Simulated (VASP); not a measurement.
# MoS2 (C2/m) in VASP: further runs

The runs below take MoS2 through single point, with PBEsol.

All numbers are computed with VASP 6.6.1; they aren't measurements. Logs are shortened: lines on timing, memory, paths and dates and some standing lists are left out, and cuts for length are marked.

### 1 The cell of the first run

Symmetry: C2/m, No. 12, monoclinic system. Conventional cell: a = 5.441 Å, b = 3.141 Å, c = 12.611 Å, α = 90.00°, β = 94.12°, γ = 90.00°. Mo (site symmetry m) has 6 S at 2.39 Å and 6 Mo at 3.14 Å within 3.2 Å. Within 3.2 Å of S (site symmetry m) lie 3 Mo at 2.39 Å and 7 S at 3.12 to 3.14 Å. S (site symmetry m) has 3 Mo at 2.39 Å and 8 S at 3.12 to 3.30 Å within 3.3 Å.

### 2 Single point, PBEsol

File INCAR:

```
SYSTEM = MoS2
ALGO     = Normal         ! electronic algorithm
EDIFF    = 1E-7           ! SCF threshold, eV
ENCUT    = 520            ! plane-wave cutoff, eV
GGA      = PS             ! functional
ISIF     = 2              ! what is computed and relaxed
ISMEAR   = 0              ! smearing method
LASPH    = .True.         ! aspherical terms in the spheres
LCHARG   = .True.         ! write CHGCAR
LELF     = .True.         ! ELF
LREAL    = .False.        ! projectors in reciprocal space
LVHAR    = .True.       
LWAVE    = .False.        ! write WAVECAR
NBANDS   = 35             ! bands
NELM     = 80             ! most SCF steps
PREC     = Accurate       ! precision mode
SIGMA    = 0.05           ! smearing width, eV
```

File KPOINTS:

```
k-points
0
Gamma
  10 10 2
  0 0 0
```

File POSCAR:

```
MoS2
1.0
   -3.1414322132      0.0000000000      0.0000000000
   -1.5707161066     -2.7205601009      0.0000000000
   -3.9266331949     -2.2670427321     12.5788195080
Mo S
2 4
Direct
    0.1250083333      0.1250083333      0.2500000000
    0.0416916667      0.0416916667      0.7500000000
   -0.1883573332     -0.1883573332      0.6260538420
    0.5616260001      0.5616260001      0.1260538420
   -0.3949260001     -0.3949260001      0.8739461580
    0.3550573332      0.3550573332      0.3739461580
```

Potentials or basis: VASP PAW PBE potentials, release 64 (Mo_sv, S).

Started as:

```console
cat potpaw_PBE.64/Mo_sv/POTCAR potpaw_PBE.64/S/POTCAR > POTCAR
mpirun -np 1 vasp_std > vasp.out
```

OUTCAR:

```text
SYSTEM = MoS2
   EDIFF = 1E-7
   ENCUT = 520
   GGA = PS
   ISIF = 2
   ISMEAR = 0
   LASPH = .True.
   LREAL = .False.
   NELM = 80
   PREC = Accurate

 ion  position               nearest neighbor table
   1  0.125  0.125  0.250-   6 2.39   6 2.39   4 2.39   4 2.39   4 2.39   6 2.39
   2  0.042  0.042  0.750-   3 2.39   3 2.39   5 2.39   5 2.39   5 2.39   3 2.39
   3  0.812  0.812  0.626-   2 2.39   2 2.39   2 2.39
   4  0.562  0.562  0.126-   1 2.39   1 2.39   1 2.39
   5  0.605  0.605  0.874-   2 2.39   2 2.39   2 2.39
   6  0.355  0.355  0.374-   1 2.39   1 2.39   1 2.39

  LATTYP: Found a base centered monoclinic cell.
 ALAT       =     5.4411202018
 B/A-ratio  =     0.5773502692
 C/A-ratio  =     2.3178093693
 COS(beta)  =    -0.0719213591

  Lattice vectors:

 A1 = (  -3.1414322132,   0.0000000000,   0.0000000000)
 A2 = (  -1.5707161066,  -2.7205601009,   0.0000000000)
 A3 = (   0.7855151249,   0.4535173688,  12.5788195080)

Analysis of symmetry for initial positions (statically):
=====================================================================
 Subroutine PRICEL returns:
 Original cell was already a primitive cell.

 Routine SETGRP: Setting up the symmetry group for a
 base centered monoclinic supercell.

 Subroutine GETGRP returns: Found  4 space group operations
 (whereof  2 operations were pure point group operations)
 out of a pool of  4 trial point group operations.

The static configuration has the point symmetry C_1h.
 The point group associated with its full space group is C_2h.

Analysis of symmetry for dynamics (positions and initial velocities):
=====================================================================
 Subroutine PRICEL returns:
 Original cell was already a primitive cell.

 Routine SETGRP: Setting up the symmetry group for a
 base centered monoclinic supercell.

 Subroutine GETGRP returns: Found  4 space group operations
 (whereof  2 operations were pure point group operations)
 out of a pool of  4 trial point group operations.

The dynamic configuration has the point symmetry C_1h.
 The point group associated with its full space group is C_2h.

 Subroutine INISYM returns: Found  4 space group operations
 (whereof  2 operations are pure point group operations),
 and found     1 'primitive' translations

----------------------------------------------------------------------------------------

                                     Primitive cell

  volume of cell :     107.5043

  direct lattice vectors                    reciprocal lattice vectors
    -3.141432213  0.000000000  0.000000000    -0.318326143  0.183785684 -0.066246280
    -1.570716107 -2.720560101  0.000000000     0.000000000 -0.367571369 -0.066246280
    -3.926633195 -2.267042732 12.578819508     0.000000000  0.000000000  0.079498716

  length of vectors
     3.141432213  3.141432213 13.371037028     0.373493348  0.373493348  0.079498716

  position of ions in fractional coordinates (direct lattice)
     0.125008333  0.125008333  0.250000000
     0.041691667  0.041691667  0.750000000
     0.811642667  0.811642667  0.626053842
     0.561626000  0.561626000  0.126053842
     0.605074000  0.605074000  0.873946158
     0.355057333  0.355057333  0.373946158

  ion indices of the primitive-cell ions
   primitive index   ion index
                 1           1
                 2           2
                 3           3
                 4           4
                 5           5
                 6           6

----------------------------------------------------------------------------------------

 KPOINTS: k-points

Automatic generation of k-mesh.
 Grid dimensions read from file:
 generate k-points for:   10   10    2

 Generating k-lattice:

  Cartesian coordinates                     Fractional coordinates (reciprocal lattice)
    -0.031832614  0.018378568 -0.006624628     0.100000000 -0.000000000 -0.000000000
     0.000000000 -0.036757137 -0.006624628     0.000000000  0.100000000  0.000000000
     0.000000000  0.000000000  0.039749358     0.000000000  0.000000000  0.500000000

  Length of vectors
     0.037349335  0.037349335  0.039749358

  Shift w.r.t. Gamma in fractional coordinates (k-lattice)
     0.000000000  0.000000000  0.000000000

 Subroutine IBZKPT returns following result:
 ===========================================

 Found     62 irreducible k-points:

 Following reciprocal coordinates:
            Coordinates               Weight
  0.000000  0.000000  0.000000      1.000000
  0.100000 -0.000000 -0.000000      4.000000
  0.200000 -0.000000 -0.000000      4.000000
  0.300000  0.000000  0.000000      4.000000
  0.400000  0.000000  0.000000      4.000000
  0.500000 -0.000000  0.000000      2.000000
[... 16 lines left out ...]
  0.300000  0.300000 -0.000000      2.000000
  0.400000  0.300000  0.000000      4.000000
 [... further k-points ...]
   k-points           NKPTS =     62   k-points in BZ     NKDIM =     62   number of bands    NBANDS=     35
   number of dos      NEDOS =    301   number of ions     NIONS =      6
   total plane-waves  NPLWV =  57600
   dimension x,y,z NGX =    24 NGY =   24 NGZ =  100
   dimension x,y,z NGXF=    48 NGYF=   48 NGZF=  200
   ions per type =               2   4
   NGX,Y,Z   is equivalent  to a cutoff of  12.70, 12.70, 12.43 a.u.
   NGXF,Y,Z  is equivalent  to a cutoff of  25.40, 25.40, 24.87 a.u.
 SYSTEM =  MoS2
   PREC   = accura    normal or accurate (medium, high low for compatibility)
   ISTART =      0    job   : 0-new  1-cont  2-samecut
   ICHARG =      2    charge: 1-file 2-atom 10-const
   ISPIN  =      1    spin polarized calculation?
   LNONCOLLINEAR =      F non collinear calculations
   LSORBIT =      F    spin-orbit coupling
   LASPH  =      T    aspherical Exc in radial PAW
   ENCUT  =  520.0 eV  38.22 Ry    6.18 a.u.   5.84  5.84 24.86*2*pi/ulx,y,z
   NELM   =     80;   NELMIN=  2; NELMDL= -5     # of ELM steps
   EDIFF  = 0.1E-06   stopping-criterion for ELM
   LREAL  =      F    real-space projection
   EDIFFG = 0.1E-05   stopping-criterion for IOM
   NSW    =      0    number of steps for IOM
   IBRION =     -1    ionic relax: 0-MD 1-quasi-New 2-CG
   NFREE  =      0    steps in history (QN), initial steepest desc. (CG)
   ISIF   =      2    stress and relaxation
   ISYM   =      2    0-nonsym 1-usesym 2-fastsym
   POTIM  = 0.5000    time-step for ionic-motion
   TEBEG  =    0.0;   TEEND  =   0.0 temperature during run
   PSTRESS=    0.0 pullay stress
   NELECT =      52.0000    total number of electrons
   NUPDOWN=      -1.0000    fix difference up-down
   EMIN   =  10.00;   EMAX   =-10.00  energy-range for DOS
   EFERMI =   0.00;   METHOD = LEGACY
   ISMEAR =     0;   SIGMA  =   0.05  broadening in eV -4-tet -1-fermi 0-gaus
   EFERMI_NEDOS =   21; number of points for ismear=-14 and -15
   IALGO  =     38    algorithm
   IMIX   =      4    mixing-type and parameters
     AMIX     =   0.40;   BMIX     =  1.00
     AMIX_MAG =   1.60;   BMIX_MAG =  1.00
  volume/ion in A,a.u.               =      17.92       120.91
  Fermi-wavevector in a.u.,A,eV,Ry     =   1.285091  2.428470 22.469472  1.651460
  Thomas-Fermi vector in A             =   2.417246
   LORBIT       =      0    0 simple, 1 ext, 2 COOP (PROOUT), +10 PAW based schemes
   GGA     = PS    functional components
   LHFCALC =     F    Hartree Fock is set to
   AEXX    =    0.0000 exact exchange contribution
   IVDW    =     0    specifies the selected vdW correction
   LEPSILON=     F    determine dielectric tensor
   LRPA    =     F    only Hartree local field effects (RPA)
 non-spin polarized calculation
 Gauss-broadening in eV      SIGMA  =   0.05
  energy-cutoff  :      520.00
  volume of cell :      107.50
 maximum number of plane-waves:      2918
   NGX = 11   NGY = 11   NGZ = 49

 number of electron      52.0000000 magnetization

 Free energy of the ion-electron system (eV)
  ---------------------------------------------------
  ext. energy  EPLUGINS =         0.00000000
  ---------------------------------------------------
  free energy    TOTEN  =       -46.86124440 eV

  energy without entropy =      -46.86124440  energy(sigma->0) =      -46.86124440

 E-fermi :   7.5210     XC(G=0): -10.9169

 val. band max:        7.3002465949   @ k =   0.0000   0.0000   0.0000
 cond. band min:       8.3044305309   @ k =   0.4000   0.2000   0.5000
 fundamental gap:      1.0041839359
 Fermi energy:         7.5209501466

 k-point     1 :       0.0000    0.0000    0.0000
  band No.  band energies     occupation
      1     -54.0130      2.00000
      2     -54.0130      2.00000
      3     -28.2260      2.00000
      4     -28.2260      2.00000
      5     -27.9611      2.00000
      6     -27.9611      2.00000
[... 27 lines left out ...]
     34       9.8783      0.00000
     35      12.9432      0.00000

 k-point     2 :       0.1000   -0.0000   -0.0000
  band No.  band energies     occupation
      1     -54.0087      2.00000
      2     -54.0087      2.00000
      3     -28.2177      2.00000
      4     -28.2176      2.00000
      5     -28.0035      2.00000
      6     -28.0035      2.00000
[... 27 lines left out ...]
     34       9.8541      0.00000
     35      13.7282      0.00000

 k-point     3 :       0.2000   -0.0000   -0.0000
  band No.  band energies     occupation
      1     -53.9974      2.00000
      2     -53.9974      2.00000
      3     -28.1957      2.00000
      4     -28.1956      2.00000
      5     -28.1133      2.00000
      6     -28.1133      2.00000
[... 27 lines left out ...]
     34      10.4088      0.00000
     35      14.6814      0.00000
[... 723 lines left out ...]
 k-point    23 :       0.3000    0.3000   -0.0000
  band No.  band energies     occupation
      1     -53.9834      2.00000
      2     -53.9834      2.00000
      3     -28.2464      2.00000
      4     -28.2464      2.00000
      5     -28.1683      2.00000
      6     -28.1683      2.00000
[... 27 lines left out ...]
     34      10.9007      0.00000
     35      14.4204      0.00000

 k-point    24 :       0.4000    0.3000    0.0000
  band No.  band energies     occupation
      1     -53.9755      2.00000
      2     -53.9755      2.00000
      3     -28.3021      2.00000
      4     -28.3021      2.00000
      5     -28.1530      2.00000
      6     -28.1530      2.00000
[... 27 lines left out ...]
     34      11.3159      0.00000
     35      14.0307      0.00000

 [... further k-points ...]

------------------------ aborting loop because EDIFF is reached ----------------------------------------

  FORCE on cell =-STRESS in cart. coord.  units (eV):
  Direction    XX          YY          ZZ          XY          YZ          ZX
  --------------------------------------------------------------------------------------
  -------------------------------------------------------------------------------------
  Total        0.0352074      0.0469192      0.4640890     -0.0101427     -0.1780379     -0.3083707
  in kB        0.5247088      0.6992542      6.9164929     -0.1511608     -2.6533659     -4.5957644
  external PRESSURE =       2.7134853 kB  Pullay stress =       0.0000000 kB

 VOLUME and BASIS-vectors are now :
 -----------------------------------------------------------------------------
  energy-cutoff  :      520.00
  volume of cell :      107.50
      direct lattice vectors                 reciprocal lattice vectors
    -3.141432213  0.000000000  0.000000000    -0.318326143  0.183785684 -0.066246280
    -1.570716107 -2.720560101  0.000000000     0.000000000 -0.367571369 -0.066246280
    -3.926633195 -2.267042732 12.578819508     0.000000000  0.000000000  0.079498716

 POSITION                                       TOTAL-FORCE (eV/Angst)
 -----------------------------------------------------------------------------------
     -1.57072     -0.90685      3.14470        -0.027131     -0.015664      0.012051
     -3.14143     -1.81371      9.43411         0.027131      0.015664     -0.012051
     -6.28286     -3.62741      7.87502        -0.003517     -0.002031     -0.002413
     -3.14143     -1.81371      1.58561        -0.054434     -0.031427      0.122432
     -6.28286     -3.62741     10.99321         0.054434      0.031427     -0.122432
     -3.14143     -1.81371      4.70380         0.003517      0.002031      0.002413
 -----------------------------------------------------------------------------------
    total drift:                                0.000000      0.000000      0.000000

  FREE ENERGIE OF THE ION-ELECTRON SYSTEM (eV)
  ---------------------------------------------------
  free  energy   TOTEN  =       -46.8612444004 eV

  energy  without entropy=      -46.8612444004  energy(sigma->0) =      -46.86124440
```

It took 5.8 min on 1 thread of Intel Xeon 8259CL, shared host; peak memory 0.34 GiB.

What came out:

```
Free energy            : -46.8612 eV
Pressure               : 0.3 GPa
Largest force          : 0.138 eV/Å
Band gap on the k mesh : 1.00 eV (least direct gap 1.97 eV)
```

Forces in eV/Å, atoms in the order of the input:
```
Mo  -0.027 -0.016  0.012
Mo   0.027  0.016 -0.012
S   -0.004 -0.002 -0.002
S   -0.054 -0.031  0.122
S    0.054  0.031 -0.122
S    0.004  0.002  0.002
```

Stress tensor (GPa, compression positive):
```
 0.05 -0.02 -0.46
-0.02  0.07 -0.27
-0.46 -0.27  0.69
```

Levels at points of the mesh, in eV from the valence-band top:
```
           k point  band 22  band 23  band 24  band 25  band 26  band 27  band 28  band 29  band 30  band 31
(0.00, 0.00, 0.00)    -2.07    -2.07    -1.32    -1.18     0.00     2.24     2.25     2.28     2.29     2.50
(0.50, 0.00, 0.00)    -2.38    -1.55    -1.49    -1.39    -1.18     1.78     1.80     2.28     2.30     3.26
(0.50, 0.50, 0.00)    -2.22    -1.59    -1.46    -1.44    -1.09     1.77     1.81     2.23     2.34     2.95
(0.00, 0.00, 0.50)    -2.09    -2.07    -2.07    -0.33    -0.27     2.23     2.26     2.27     2.30     2.49
(0.50, 0.00, 0.50)    -2.50    -1.55    -1.48    -1.34    -1.21     1.78     1.80     2.14     2.42     3.07
(0.50, 0.50, 0.50)    -2.37    -1.51    -1.51    -1.38    -1.10     1.79     1.79     2.22     2.36     3.26
```

Caveat: the PAW data sets were made with another functional, which shifts forces and pressure a little; this functional lacks dispersion, which binds the layers, so the pressure and a relaxed spacing across them are unreliable.

### 3 Single point, PBEsol

This run uses another cell than the first one, of the same volume but with other edges.

File INCAR:

```
SYSTEM = MoS2
PREC = Accurate
ENCUT = 520
EDIFF = 1E-7
ISMEAR = 0
SIGMA = 0.05
LREAL = .False.
LASPH = .True.
NELM = 80
ALGO = Normal
ISIF = 2
LWAVE = .False.
LCHARG = .False.
GGA = PS
NBANDS = 35
```

File KPOINTS:

```
regular mesh
0
Gamma
  10 10 2
  0 0 0
```

File POSCAR:

```
MoS2
1.0
   -3.1414322132      0.0000000000      0.0000000000
   -1.5707161066     -2.7205601009      0.0000000000
   -0.3925219550     -0.2266226564     12.5788195080
Mo S
2 4
Direct
    0.3125083333      0.3125083333      0.2500000000
    0.6041916667      0.6041916667      0.7500000000
    0.2811830483      0.2811830483      0.6260538420
    0.6561663816      0.6561663816      0.1260538420
    0.2605336184      0.2605336184      0.8739461580
    0.6355169517      0.6355169517      0.3739461580
```

Potentials or basis: VASP PAW PBE potentials, release 64 (Mo_sv, S).

Started as:

```console
cat potpaw_PBE.64/Mo_sv/POTCAR potpaw_PBE.64/S/POTCAR > POTCAR
mpirun -np 1 vasp_std > vasp.out
```

Run time: 4.8 min. Hardware: 1 thread of Intel Xeon 8259CL, shared host; peak memory 0.34 GiB.

It converged, with:

```yaml
Free_energy: -46.8987 eV
Pressure: 0.0 GPa
Largest_force: 0.024 eV/Å
Band_gap_on_the_k_mesh: 1.03 eV (least direct gap 1.97 eV)
```

Forces on the atoms (eV/Å):
```
Mo   0.011  0.007 -0.001
Mo  -0.011 -0.007  0.001
S    0.003  0.002 -0.001
S    0.013  0.007  0.019
S   -0.013 -0.007 -0.019
S   -0.003 -0.002  0.001
```

Stress tensor (GPa, compression positive):
```
 0.00 -0.04  0.13
-0.04  0.04  0.07
 0.13  0.07  0.07
```

Levels at points of the mesh, in eV from the valence-band top:
| k point | band 22 | band 23 | band 24 | band 25 | band 26 | band 27 | band 28 | band 29 | band 30 | band 31 |
| --- | --- | --- | --- | --- | --- | --- | --- | --- | --- | --- |
| (0.00, 0.00, 0.00) | -2.04 | -2.03 | -1.31 | -1.14 | 0.00 | 2.27 | 2.29 | 2.30 | 2.32 | 2.49 |
| (0.50, 0.00, 0.00) | -2.39 | -1.55 | -1.43 | -1.34 | -1.20 | 1.80 | 1.83 | 2.20 | 2.44 | 2.98 |
| (0.50, 0.50, 0.00) | -2.50 | -1.56 | -1.41 | -1.29 | -1.23 | 1.80 | 1.83 | 2.17 | 2.45 | 3.09 |
| (0.00, 0.00, 0.50) | -2.05 | -2.05 | -2.05 | -0.30 | -0.29 | 2.27 | 2.28 | 2.30 | 2.31 | 2.54 |
| (0.50, 0.00, 0.50) | -2.51 | -1.50 | -1.48 | -1.29 | -1.23 | 1.81 | 1.82 | 2.32 | 2.34 | 3.30 |
| (0.50, 0.50, 0.50) | -2.39 | -1.49 | -1.48 | -1.34 | -1.20 | 1.81 | 1.82 | 2.30 | 2.32 | 3.28 |

Caveat: the PAW data sets were made with another functional, which shifts forces and pressure a little; this functional lacks dispersion, which binds the layers, so the pressure and a relaxed spacing across them are unreliable.

(Continued in part 2 of 2.)
